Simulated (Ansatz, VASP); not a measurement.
## InP: VASP beside Ansatz

Contents of POSCAR:

```
InP
1.0
    0.0000000000      2.9368963350      2.9368963350
    2.9368963350      0.0000000000      2.9368963350
    2.9368963350      2.9368963350      0.0000000000
In P
1 1
Direct
    0.0000000000      0.0000000000      0.0000000000
    0.7500000000      0.7500000000      0.7500000000
```

Contents of INCAR.step1:

```
PREC = Accurate ; ENCUT = 520
ISMEAR = 0 ; SIGMA = 0.05
LREAL = False ; LASPH = True
NELM = 100 ; NBANDS = 16
GGA = PE ; ALGO = Normal
EDIFF = 1E-4 ; LWAVE = True
LCHARG = False
```

File INCAR.step2:

```
PREC = Accurate ; ENCUT = 520
EDIFF = 1E-7 ; ISMEAR = 0
SIGMA = 0.05 ; LREAL = False
LASPH = True ; NELM = 100
ALGO = Normal ; ISIF = 2
LWAVE = False ; LCHARG = True
METAGGA = R2SCAN ; LMIXTAU = True
IVDW = 13 ; VDW_S6 = 1.0
VDW_S8 = 0.6018749 ; VDW_A1 = 0.51559235
VDW_A2 = 5.77342911 ; LELF = True
LVHAR = True ; NBANDS = 16
ISTART = 1
```

KPOINTS

```
Automatic mesh
0
Gamma
  8 8 8
```

Input for Ansatz:

```yaml
crystal:
  lattice:
    - [0.0, 2.936896335, 2.936896335]
    - [2.936896335, 0.0, 2.936896335]
    - [2.936896335, 2.936896335, 0.0]
  atoms:
    - { symbol: In, position: [0.0, 0.0, 0.0] }
    - { symbol: P, position: [0.75, 0.75, 0.75] }
basis:
  ecutwfc: 500
  ecutrho_ratio: 4
kpoints:
  mp_grid: { grid: [8, 8, 8] }
hamiltonian:
  xc: r2scan
  dispersion: d4
scf:
  occupations: { method: gaussian, width: 0.05 }
output:
  forces: true
  stress: true
  eigenvalues: true
```

Alike in both runs: task single point; functional r2SCAN; dispersion D4; k mesh 8 × 8 × 8; occupations gaussian, width 0.05 eV; no spin polarisation.

|  | VASP | Ansatz |
| --- | --- | --- |
| version | VASP 6.6.1 | Ansatz 0.2.0 |
| potentials or method | VASP PAW PBE potentials, release 64 (In_d, P), cutoff 520 eV | scalar-relativistic, plane waves, PAW |
| valence electrons in the cell | 18 | 18 |

```csv
,VASP,Ansatz,Ansatz less VASP
gap on the k mesh at the Fermi level (eV),1.13,1.13,-0.004
least direct gap on the mesh (eV),1.13,1.13,-0.004
pressure (GPa),0.4,0.5,+0.11
```

VASP's potentials were made for PBE, not for r2SCAN.
